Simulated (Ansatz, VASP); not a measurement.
## Ca in VASP and in Ansatz

```xyz
1
Lattice="0.0000 2.8361 2.7104 2.8361 0.0000 2.7104 2.8361 2.8361 0.0000" Properties=species:S:1:pos:R:3 pbc="T T T"
Ca    0.0000    0.0000    0.0000
```

Change from the starting cell: strain +0.015 along x and y, -0.030 along z, atoms carried along.

Alike in both runs: task single point; functional PBEsol; k mesh 14 × 14 × 14; occupations gaussian, width 0.15 eV; no spin polarisation.

|  | VASP | Ansatz |
| --- | --- | --- |
| version | VASP 6.6.1 | Ansatz 0.2.0 |
| potentials or method | VASP PAW PBE potentials, release 64 (Ca_sv), cutoff 520 eV | scalar-relativistic, plane waves, PAW |
| valence electrons in the cell | 10 | 10 |

|  | VASP | Ansatz | Ansatz less VASP |
| --- | --- | --- | --- |
| gap on the k mesh at the Fermi level (eV) | none | none | - |
| pressure (GPa) | -1.2 | -1.2 | +0.01 |
| traceless stress, the component that is largest in VASP (GPa) | 0.18 | 0.18 | 0.000 |

VASP's potentials were made for PBE, not for PBEsol. A gap of «none» marks a metal or a gap that the smearing closes. The functional is the same, so the differences come from potentials, cutoffs and numerics.
